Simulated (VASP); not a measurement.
Write the native input for VASP 6.6.1 that does the following.

* Task: single point
* Functional: PBE
* Potentials or basis: VASP PAW PBE potentials, release 64 (Mg, O)
* Cutoff: 520 eV
* k mesh: 9 × 9 × 4
* Occupations: gaussian, width 0.05 eV
* Spin: no spin polarisation
* Dipole correction: no
* Further INCAR settings: ALGO = Normal; EDIFF = 1e-07; NBANDS = 26

The structure of MgO lies in POSCAR:

```
MgO
1.0
    3.3916163453      0.0000000000      0.0000000000
   -1.6958081727      2.9372259149      0.0000000000
    0.0000000000      0.0000000000     10.2301323823
Mg O
4 4
Direct
    0.3333333333      0.6666666667      0.9694906392
    0.0000000000      0.0000000000      0.2208211786
    0.0000000000      0.0000000000      0.7208211786
    0.6666666667      0.3333333333      0.4694906392
    0.3333333333      0.6666666667      0.7800420079
    0.0000000000      0.0000000000      0.5296443544
    0.0000000000      0.0000000000      0.0296443544
    0.6666666667      0.3333333333      0.2800420079
```

This cell differs from its parent crystal: volume 12.739 Å^3 an atom, c/a of the conventional cell 3.0163.

One way to write it, as run:

INCAR

```
PREC = Accurate
ENCUT = 520
EDIFF = 1E-7
ISMEAR = 0
SIGMA = 0.05
LREAL = False
LASPH = True
NELM = 100
ALGO = Normal
ISIF = 2
LWAVE = False
LCHARG = False
GGA = PE
NBANDS = 26
```

KPOINTS

```
regular mesh
0
Gamma
  9 9 4
```

Potentials or basis: VASP PAW PBE potentials, release 64 (Mg, O).

The run is started by

```console
$ cat potpaw_PBE.64/Mg/POTCAR potpaw_PBE.64/O/POTCAR > POTCAR
$ mpirun -np 1 vasp_std > vasp.out
```

Results of the run:

```json
{"Pressure": "-4.2 GPa", "Largest force": "0.538 eV/Å", "Band gap on the k mesh": "3.11 eV, direct"}
```

Wall time 92 s on 1 thread of Intel(R) Xeon(R) Platinum 8259CL CPU @ 2.50GHz (Skylake/Cascade Lake), on a shared host, peak memory 0.27 GiB.
